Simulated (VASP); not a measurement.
# HfN in VASP: a series of runs, part 2 of 3

VASP 6.6.1. Earlier steps stand in the parts before.

## (3) Single point, PBE (mode 5 frozen in at -0.019 Å, normal strain along y -0.0467)

The input, INCAR:

```
  PREC = Accurate
  ENCUT = 520
  EDIFF = 1E-6
  ISMEAR = 0
  SIGMA = 0.15
  LREAL = F
  LASPH = T
  NELM = 100
  ALGO = Normal
  ISIF = 2
  LWAVE = F
  LCHARG = T
  GGA = PE
  LELF = T
  LVHAR = T
  NBANDS = 14
```

The input, KPOINTS:

```
regular mesh
0
Gamma
  16 16 16
```

The input, POSCAR:

```
HfN
1.0
    0.0000000000      2.1676269257      2.2738140414
    2.2738140414      0.0000000000      2.2738140414
    2.2738140414      2.1676269257      0.0000000000
Hf N
1 1
Direct
    0.0003347749     -0.0003347749      0.0003347749
    0.4957340399      0.5042659601      0.4957340399
```

Potentials or basis: VASP PAW PBE potentials, release 64 (Hf_pv, N).

Started as:

```
cat potpaw_PBE.64/Hf_pv/POTCAR potpaw_PBE.64/N/POTCAR > POTCAR
mpirun -np 1 vasp_std > vasp.out
```

OUTCAR:

```text
PREC = Accurate
   ENCUT = 520
   EDIFF = 1E-6
   ISMEAR = 0
   LREAL = F
   LASPH = T
   NELM = 100
   ISIF = 2
   GGA = PE

 ion  position               nearest neighbor table
   1  0.000  1.000  0.000-   2 2.15   2 2.19   2 2.27   2 2.27   2 2.27   2 2.27
   2  0.496  0.504  0.496-   1 2.15   1 2.19   1 2.27   1 2.27   1 2.27   1 2.27

  LATTYP: Found a body centered tetragonal cell.
 ALAT       =     3.2156586557
 C/A-ratio  =     1.3481697890

  Lattice vectors:

 A1 = (   0.0000000000,  -2.1676269257,   2.2738140414)
 A2 = (   0.0000000000,  -2.1676269257,  -2.2738140414)
 A3 = (   2.2738140414,   2.1676269257,   0.0000000000)

Analysis of symmetry for initial positions (statically):
=====================================================================
 Subroutine PRICEL returns:
 Original cell was already a primitive cell.

 Routine SETGRP: Setting up the symmetry group for a
 body centered tetragonal supercell.

 Subroutine GETGRP returns: Found  8 space group operations
 (whereof  8 operations were pure point group operations)
 out of a pool of 16 trial point group operations.

The static configuration has the point symmetry C_4v.

Analysis of symmetry for dynamics (positions and initial velocities):
=====================================================================
 Subroutine PRICEL returns:
 Original cell was already a primitive cell.

 Routine SETGRP: Setting up the symmetry group for a
 body centered tetragonal supercell.

 Subroutine GETGRP returns: Found  8 space group operations
 (whereof  8 operations were pure point group operations)
 out of a pool of 16 trial point group operations.

The dynamic configuration has the point symmetry C_4v.

 Subroutine INISYM returns: Found  8 space group operations
 (whereof  8 operations are pure point group operations),
 and found     1 'primitive' translations

----------------------------------------------------------------------------------------

                                     Primitive cell

[... 119 lines left out ...]
   LEPSILON=     F    determine dielectric tensor
   LRPA    =     F    only Hartree local field effects (RPA)
 non-spin polarized calculation
 Gauss-broadening in eV      SIGMA  =   0.15
  energy-cutoff  :      520.00
  volume of cell :       22.41
 maximum number of plane-waves:       620
   NGX = 11   NGY = 11   NGZ = 11

 number of electron      14.9999998 magnetization

 Free energy of the ion-electron system (eV)
  ---------------------------------------------------
  ext. energy  EPLUGINS =         0.00000000
  ---------------------------------------------------
  free energy    TOTEN  =       -21.66225977 eV

  energy without entropy =      -21.65587658  energy(sigma->0) =      -21.65906818

 E-fermi :   8.6672     XC(G=0): -12.8767

 val. band max:        8.6633751959   @ k =   0.3125   0.5000   0.1875
 cond. band min:       8.6778404405   @ k =  -0.1250   0.0625  -0.0000
 fundamental gap:      0.0144652445
 Fermi energy:         8.6672040156

 k-point     1 :       0.0000    0.0000    0.0000
  band No.  band energies     occupation
      1     -22.4041      2.00000
      2     -22.4041      2.00000
      3     -22.3658      2.00000
      4      -9.0474      2.00000
      5       5.4792      2.00000
      6       5.4792      2.00000
      7       5.7632      2.00000
      8       8.1223      2.00000
      9       8.1223      2.00000
     10       8.6550      1.09192
     11       9.9392      0.00000
     12      10.3100      0.00000
     13      11.8839      0.00000
     14      18.2975      0.00000
[... 377 lines left out ...]
      1     -22.5016      2.00000
      2     -22.4299      2.00000
      3     -22.3828      2.00000
      4      -8.7829      2.00000
      5       4.5141      2.00000
      6       4.9670      2.00000
      7       5.1022      2.00000
      8       8.3866      1.99184
      9       8.7404      0.48986
     10       8.7970      0.22096
     11      10.2651      0.00000
     12      11.2077      0.00000
     13      12.9081      0.00000
     14      19.1445      0.00000

 [... further k-points ...]

------------------------ aborting loop because EDIFF is reached ----------------------------------------

  FORCE on cell =-STRESS in cart. coord.  units (eV):
  Direction    XX          YY          ZZ          XY          YZ          ZX
  --------------------------------------------------------------------------------------
  -------------------------------------------------------------------------------------
  Total        0.4679486      4.6167256      0.4679486     -0.0000000     -0.0000000      0.0000000
  in kB       33.4490911    330.0047787     33.4490911     -0.0000000     -0.0000000      0.0000000
  external PRESSURE =     132.3009870 kB  Pullay stress =       0.0000000 kB

 VOLUME and BASIS-vectors are now :
 -----------------------------------------------------------------------------
  energy-cutoff  :      520.00
  volume of cell :       22.41
      direct lattice vectors                 reciprocal lattice vectors
     0.000000000  2.167626926  2.273814041    -0.219894851  0.230667000  0.219894851
     2.273814041  0.000000000  2.273814041     0.219894851 -0.230667000  0.219894851
     2.273814041  2.167626926  0.000000000     0.219894851  0.230667000 -0.219894851

 POSITION                                       TOTAL-FORCE (eV/Angst)
 -----------------------------------------------------------------------------------
      2.27381      0.00145      2.27381         0.000000     -0.366293      0.000000
      2.27381      2.14913      2.27381         0.000000      0.366293      0.000000
 -----------------------------------------------------------------------------------
    total drift:                               -0.000000      0.000162     -0.000000

  FREE ENERGIE OF THE ION-ELECTRON SYSTEM (eV)
  ---------------------------------------------------
  free  energy   TOTEN  =       -21.6622597708 eV

  energy  without entropy=      -21.6558765832  energy(sigma->0) =      -21.65906818
```

OSZICAR:

```text
N       E                     dE             d eps       ncg     rms          rms(c)
DAV:   1     0.384284637819E+02    0.38428E+02   -0.78782E+03  9804   0.102E+03
DAV:   2    -0.227618717956E+02   -0.61190E+02   -0.57416E+02 12962   0.237E+02
DAV:   3    -0.246741511478E+02   -0.19123E+01   -0.19049E+01 11280   0.346E+01
DAV:   4    -0.246807076437E+02   -0.65565E-02   -0.65557E-02 11778   0.236E+00
DAV:   5    -0.246807471069E+02   -0.39463E-04   -0.39463E-04 11258   0.156E-01    0.527E+01
DAV:   6    -0.217530848309E+02    0.29277E+01   -0.81155E+00 10934   0.224E+01    0.441E+01
DAV:   7    -0.216869603616E+02    0.66124E-01   -0.45361E-01 12484   0.601E+00    0.273E+01
DAV:   8    -0.216670635581E+02    0.19897E-01   -0.87667E-02 11632   0.260E+00    0.576E+00
DAV:   9    -0.216623993376E+02    0.46642E-02   -0.13453E-02 11176   0.929E-01    0.193E+00
DAV:  10    -0.216622800259E+02    0.11931E-03   -0.98480E-04 13022   0.304E-01    0.288E-01
DAV:  11    -0.216622604492E+02    0.19577E-04   -0.64835E-05 11152   0.807E-02    0.550E-02
DAV:  12    -0.216622597708E+02    0.67841E-06   -0.48435E-06 12802   0.191E-02
   1 F= -.21662260E+02 E0= -.21659068E+02  d E =-.638319E-02
```

Wall time 82 s (1 thread of AMD EPYC 7R43 (Zen 3), shared host); peak memory 0.2 GiB.

What came out:

```
Free energy   : -21.6623 eV
Pressure      : 13.2 GPa
Largest force : 0.366 eV/Å
```

Forces in eV/Å, atoms in the order of the input:
```
Hf   0.000 -0.366  0.000
N    0.000  0.366  0.000
```

Caveat: the cell differs from its parent crystal (mode 5 frozen in at -0.019 Å, normal strain along y -0.0467); spin-orbit coupling is left out, which moves the levels of the heavy elements.

## (4) Single point, PBE (mode 5 frozen in at -0.058 Å, normal strain along y -0.0467)

The input, INCAR:

```
ALGO = Normal ; EDIFF = 1E-6
ENCUT = 520 ; GGA = PE
ISIF = 2 ; ISMEAR = 0
LASPH = True ; LCHARG = True
LELF = True ; LREAL = False
LVHAR = True ; LWAVE = False
NBANDS = 14 ; NELM = 60
PREC = Accurate ; SIGMA = 0.15
```

The input, KPOINTS:

```
k-points
0
Gamma
  16 16 16
```

The input, POSCAR:

```
HfN
1.0
    0.0000000000      2.1676269257      2.2738140414
    2.2738140414      0.0000000000      2.2738140414
    2.2738140414      2.1676269257      0.0000000000
Hf N
1 1
Direct
    0.0010043247     -0.0010043247      0.0010043247
    0.4872021197      0.5127978803      0.4872021197
```

Potentials or basis: VASP PAW PBE potentials, release 64 (Hf_pv, N).

Started as:

```
cat potpaw_PBE.64/Hf_pv/POTCAR potpaw_PBE.64/N/POTCAR > POTCAR
mpirun -np 1 vasp_std > vasp.out
```

OUTCAR:

```text
EDIFF = 1E-6
   ENCUT = 520
   GGA = PE
   ISIF = 2
   ISMEAR = 0
   LASPH = True
   LREAL = False
   NELM = 60
   PREC = Accurate

 ion  position               nearest neighbor table
   1  0.001  0.999  0.001-   2 2.11   2 2.23   2 2.27   2 2.27   2 2.27   2 2.27
   2  0.487  0.513  0.487-   1 2.11   1 2.23   1 2.27   1 2.27   1 2.27   1 2.27

  LATTYP: Found a body centered tetragonal cell.
 ALAT       =     3.2156586557
 C/A-ratio  =     1.3481697890

  Lattice vectors:

 A1 = (   0.0000000000,  -2.1676269257,   2.2738140414)
 A2 = (   0.0000000000,  -2.1676269257,  -2.2738140414)
 A3 = (   2.2738140414,   2.1676269257,   0.0000000000)

Analysis of symmetry for initial positions (statically):
=====================================================================
 Subroutine PRICEL returns:
 Original cell was already a primitive cell.

 Routine SETGRP: Setting up the symmetry group for a
 body centered tetragonal supercell.

 Subroutine GETGRP returns: Found  8 space group operations
 (whereof  8 operations were pure point group operations)
 out of a pool of 16 trial point group operations.

The static configuration has the point symmetry C_4v.

Analysis of symmetry for dynamics (positions and initial velocities):
=====================================================================
 Subroutine PRICEL returns:
 Original cell was already a primitive cell.

 Routine SETGRP: Setting up the symmetry group for a
 body centered tetragonal supercell.

 Subroutine GETGRP returns: Found  8 space group operations
 (whereof  8 operations were pure point group operations)
 out of a pool of 16 trial point group operations.

The dynamic configuration has the point symmetry C_4v.

 Subroutine INISYM returns: Found  8 space group operations
 (whereof  8 operations are pure point group operations),
 and found     1 'primitive' translations

----------------------------------------------------------------------------------------

                                     Primitive cell

  volume of cell :      22.4143

  direct lattice vectors                    reciprocal lattice vectors
     0.000000000  2.167626926  2.273814041    -0.219894851  0.230667000  0.219894851
     2.273814041  0.000000000  2.273814041     0.219894851 -0.230667000  0.219894851
     2.273814041  2.167626926  0.000000000     0.219894851  0.230667000 -0.219894851

  length of vectors
     3.141470481  3.215658656  3.141470481     0.387188269  0.387188269  0.387188269

  position of ions in fractional coordinates (direct lattice)
     0.001004325  0.998995675  0.001004325
     0.487202120  0.512797880  0.487202120

  ion indices of the primitive-cell ions
   primitive index   ion index
                 1           1
                 2           2

----------------------------------------------------------------------------------------

 KPOINTS: k-points

Automatic generation of k-mesh.
 Grid dimensions read from file:
 generate k-points for:   16   16   16

 Generating k-lattice:

  Cartesian coordinates                     Fractional coordinates (reciprocal lattice)
    -0.013743428  0.014416687  0.013743428     0.062500000  0.000000000 -0.000000000
     0.013743428 -0.014416687  0.013743428     0.000000000  0.062500000  0.000000000
     0.013743428  0.014416687 -0.013743428    -0.000000000  0.000000000  0.062500000

  Length of vectors
     0.024199267  0.024199267  0.024199267

  Shift w.r.t. Gamma in fractional coordinates (k-lattice)
     0.000000000  0.000000000  0.000000000

 Subroutine IBZKPT returns following result:
 ===========================================

 Found    349 irreducible k-points:

 Following reciprocal coordinates:
            Coordinates               Weight
  0.000000  0.000000  0.000000      1.000000
  0.062500  0.000000  0.000000      8.000000
  0.125000  0.000000  0.000000      8.000000
  0.187500  0.000000  0.000000      8.000000
  0.250000  0.000000  0.000000      8.000000
  0.312500  0.000000 -0.000000      8.000000
[... 16 lines left out ...]
 -0.125000  0.062500 -0.000000     16.000000
 -0.062500  0.062500  0.000000      8.000000
 [... further k-points ...]
   k-points           NKPTS =    349   k-points in BZ     NKDIM =    349   number of bands    NBANDS=     14
   number of dos      NEDOS =    301   number of ions     NIONS =      2
   total plane-waves  NPLWV =  13824
   dimension x,y,z NGX =    24 NGY =   24 NGZ =   24
   dimension x,y,z NGXF=    48 NGYF=   48 NGZF=   48
   ions per type =               1   1
   NGX,Y,Z   is equivalent  to a cutoff of  12.70, 12.41, 12.70 a.u.
   NGXF,Y,Z  is equivalent  to a cutoff of  25.40, 24.82, 25.40 a.u.
 SYSTEM =  unknown system
   PREC   = accura    normal or accurate (medium, high low for compatibility)
   ISTART =      0    job   : 0-new  1-cont  2-samecut
   ICHARG =      2    charge: 1-file 2-atom 10-const
   ISPIN  =      1    spin polarized calculation?
   LNONCOLLINEAR =      F non collinear calculations
   LSORBIT =      F    spin-orbit coupling
   LASPH  =      T    aspherical Exc in radial PAW
   ENCUT  =  520.0 eV  38.22 Ry    6.18 a.u.   5.84  5.98  5.84*2*pi/ulx,y,z
   NELM   =     60;   NELMIN=  2; NELMDL= -5     # of ELM steps
   EDIFF  = 0.1E-05   stopping-criterion for ELM
   LREAL  =      F    real-space projection
   EDIFFG = 0.1E-04   stopping-criterion for IOM
   NSW    =      0    number of steps for IOM
   IBRION =     -1    ionic relax: 0-MD 1-quasi-New 2-CG
   NFREE  =      0    steps in history (QN), initial steepest desc. (CG)
   ISIF   =      2    stress and relaxation
   ISYM   =      2    0-nonsym 1-usesym 2-fastsym
   POTIM  = 0.5000    time-step for ionic-motion
   TEBEG  =    0.0;   TEEND  =   0.0 temperature during run
   PSTRESS=    0.0 pullay stress
   NELECT =      15.0000    total number of electrons
   NUPDOWN=      -1.0000    fix difference up-down
   EMIN   =  10.00;   EMAX   =-10.00  energy-range for DOS
   EFERMI =   0.00;   METHOD = LEGACY
   ISMEAR =     0;   SIGMA  =   0.15  broadening in eV -4-tet -1-fermi 0-gaus
   EFERMI_NEDOS =   21; number of points for ismear=-14 and -15
   IALGO  =     38    algorithm
   IMIX   =      4    mixing-type and parameters
     AMIX     =   0.40;   BMIX     =  1.00
     AMIX_MAG =   1.60;   BMIX_MAG =  1.00
  volume/ion in A,a.u.               =      11.21        75.63
  Fermi-wavevector in a.u.,A,eV,Ry     =   1.431959  2.706009 27.898818  2.050505
  Thomas-Fermi vector in A             =   2.551638
   LORBIT       =      0    0 simple, 1 ext, 2 COOP (PROOUT), +10 PAW based schemes
   GGA     = PE    functional components
   LHFCALC =     F    Hartree Fock is set to
   AEXX    =    0.0000 exact exchange contribution
   IVDW    =     0    specifies the selected vdW correction
   LEPSILON=     F    determine dielectric tensor
   LRPA    =     F    only Hartree local field effects (RPA)
 non-spin polarized calculation
 Gauss-broadening in eV      SIGMA  =   0.15
  energy-cutoff  :      520.00
  volume of cell :       22.41
 maximum number of plane-waves:       620
   NGX = 11   NGY = 11   NGZ = 11

 number of electron      14.9999997 magnetization

 Free energy of the ion-electron system (eV)
  ---------------------------------------------------
  ext. energy  EPLUGINS =         0.00000000
  ---------------------------------------------------
  free energy    TOTEN  =       -21.63297162 eV

  energy without entropy =      -21.62665922  energy(sigma->0) =      -21.62981542

 E-fermi :   8.6633     XC(G=0): -12.8751

 val. band max:        8.6588340946   @ k =   0.0000   0.0000   0.0000
 cond. band min:       8.6709941786   @ k =  -0.1250   0.0000   0.1250
 fundamental gap:      0.0121600840
 Fermi energy:         8.6632918921

 k-point     1 :       0.0000    0.0000    0.0000
  band No.  band energies     occupation
      1     -22.3988      2.00000
      2     -22.3988      2.00000
      3     -22.3687      2.00000
      4      -9.0463      2.00000
      5       5.4172      2.00000
      6       5.4172      2.00000
      7       5.7135      2.00000
      8       8.1926      1.99999
      9       8.1926      1.99999
     10       8.6588      1.03352
     11       9.9633      0.00000
     12      10.3135      0.00000
     13      11.9289      0.00000
     14      18.2894      0.00000
[... 375 lines left out ...]
 k-point    24 :      -0.0625    0.0625    0.0000
  band No.  band energies     occupation
      1     -22.4997      2.00000
      2     -22.4246      2.00000
      3     -22.3825      2.00000
      4      -8.7818      2.00000
      5       4.4569      2.00000
      6       4.9709      2.00000
      7       5.0560      2.00000
      8       8.4093      1.98337
      9       8.7756      0.28954
     10       8.8037      0.18556
     11      10.2781      0.00000
     12      11.2289      0.00000
     13      12.9508      0.00000
     14      19.1369      0.00000

 [... further k-points ...]
[... 5 lines left out ...]
  --------------------------------------------------------------------------------------
  -------------------------------------------------------------------------------------
  Total        0.4790203      4.8626786      0.4790203      0.0000000      0.0000000      0.0000000
  in kB       34.2405002    347.5855587     34.2405002      0.0000000      0.0000000      0.0000000
  external PRESSURE =     138.6888530 kB  Pullay stress =       0.0000000 kB

 VOLUME and BASIS-vectors are now :
 -----------------------------------------------------------------------------
  energy-cutoff  :      520.00
  volume of cell :       22.41
      direct lattice vectors                 reciprocal lattice vectors
     0.000000000  2.167626926  2.273814041    -0.219894851  0.230667000  0.219894851
     2.273814041  0.000000000  2.273814041     0.219894851 -0.230667000  0.219894851
     2.273814041  2.167626926  0.000000000     0.219894851  0.230667000 -0.219894851

 POSITION                                       TOTAL-FORCE (eV/Angst)
 -----------------------------------------------------------------------------------
      2.27381      0.00435      2.27381         0.000000     -1.103948      0.000000
      2.27381      2.11214      2.27381         0.000000      1.103948      0.000000
 -----------------------------------------------------------------------------------
    total drift:                                0.000000      0.000070      0.000000

  FREE ENERGIE OF THE ION-ELECTRON SYSTEM (eV)
  ---------------------------------------------------
  free  energy   TOTEN  =       -21.6329716195 eV

  energy  without entropy=      -21.6266592165  energy(sigma->0) =      -21.62981542
```

stdout:

```text
POSCAR found type information on POSCAR HfN
 POSCAR found :  2 types and       2 ions
 scaLAPACK will be used
 LDA part: xc-table for (Slater+PW92), standard interpolation
 POSCAR, INCAR and KPOINTS ok, starting setup
 FFT: planning ... GRIDC
 FFT: planning ... GRID_SOFT
 FFT: planning ... GRID
 WAVECAR not read
 entering main loop
```

Wall time 80 s (1 thread of AMD EPYC 7R43 (Zen 3), shared host); peak memory 0.2 GiB.

What came out:

| Property | Result |
| --- | --- |
| Free energy | -21.6330 eV |
| Pressure | 13.9 GPa |
| Largest force | 1.104 eV/Å |

Forces in eV/Å, atoms in the order of the input:
```
Hf   0.000 -1.104  0.000
N    0.000  1.104  0.000
```

Stress tensor (GPa, compression positive):
```
 3.42  0.00  0.00
 0.00 34.76  0.00
 0.00  0.00  3.42
```

Caveat: the cell differs from its parent crystal (mode 5 frozen in at -0.058 Å, normal strain along y -0.0467); spin-orbit coupling is left out, which moves the levels of the heavy elements; forces of over 1 eV/Å act on the atoms, so gaps and moduli don't describe the material at rest.

(Part 2 of 3 ends here.)
